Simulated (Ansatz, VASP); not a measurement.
Two plane-wave programs on Rh

```xyz
1
Lattice="2.4581 0.0000 0.0000 0.0000 2.4581 0.0000 0.0000 0.0000 2.4581" Properties=species:S:1:pos:R:3 pbc="T T T"
Rh    0.0000    0.0000    0.0000
```

Alike in both runs: task relaxation of cell and atoms; functional revPBE; k mesh 13 × 13 × 13; occupations fermi-dirac, width 0.1 eV; no spin polarisation.

|  | VASP | Ansatz |
| --- | --- | --- |
| version | VASP 6.6.1 | Ansatz 0.2.0 |
| potentials or method | VASP PAW PBE potentials, release 64 (Rh_pv), cutoff 600 eV | plane waves (420 eV) with PAW, scalar-relativistic |
| valence electrons in the cell | 15 | 17 |

```tsv
	VASP	Ansatz	Ansatz less VASP
relaxed volume (Å³/atom)	16.58	16.60	+0.016
relaxed cell length with the largest relative difference (Å)	2.550	2.551	+0.0008
```

VASP's potentials were made for PBE, not for revPBE. VASP's potentials hold 15 valence electrons a cell and Ansatz's 17, so a difference there can come from the potentials and not from the codes.
